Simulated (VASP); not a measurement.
Write the native input for VASP 6.6.1 that does the following.

- Task: single point
- Functional: PBEsol
- Potentials or basis: VASP PAW PBE potentials, release 64 (Ir_sv_GW, S)
- Cutoff: 560 eV
- k mesh: 10 × 10 × 10
- Occupations: gaussian, width 0.05 eV
- Spin: no spin polarisation
- Dipole correction: no
- Further INCAR settings: ALGO = Normal; EDIFF = 1e-06; NBANDS = 18

The structure of IrS lies in POSCAR:

```
IrS
1.0
    0.0000000000      2.4391161214      2.4391161214
    2.4391161214      0.0000000000      2.4391161214
    2.4391161214      2.4391161214      0.0000000000
Ir S
1 1
Direct
    0.5000000000      0.5000000000      0.5000000000
    0.0163993832     -0.0163993832      0.0163993832
```

This cell differs from its parent crystal: atom 2 (S) moved 0.08 Å along y.

One way to write it, as run:

INCAR

```
SYSTEM = IrS
PREC = Accurate ; ENCUT = 560
EDIFF = 1E-6 ; ISMEAR = 0
SIGMA = 0.05 ; LREAL = .False.
LASPH = .True. ; NELM = 120
ALGO = Normal ; ISIF = 2
LWAVE = .False. ; LCHARG = .False.
GGA = PS ; NBANDS = 18
GGA_COMPAT = .False.
```

KPOINTS

```
regular mesh
0
Gamma
  10 10 10
  0 0 0
```

Potentials or basis: VASP PAW PBE potentials, release 64 (Ir_sv_GW, S).

Command:

```bash
$ cat potpaw_PBE.64/Ir_sv_GW/POTCAR potpaw_PBE.64/S/POTCAR > POTCAR
$ mpirun -np 1 vasp_std > vasp.out
```

Results of the run:

```json
{
  "Pressure": "-0.2 GPa",
  "Largest force": "0.110 eV/Å",
  "Band gap on the k mesh": "zero (an odd number of electrons rules out a gap without spin polarisation)"
}
```

Caveat: the cell differs from its parent crystal (atom 2 (S) moved 0.08 Å along y); the PAW data sets were made with another functional, which shifts forces and pressure a little; spin-orbit coupling is left out, which moves the levels of the heavy elements; an odd number of electrons without spin polarisation forces a metal; a magnetic or distorted state may lie lower.

Wall time 59 s on 1 thread of Intel(R) Xeon(R) 6975P-C (Granite Rapids), on a shared host, peak memory 0.2 GiB.
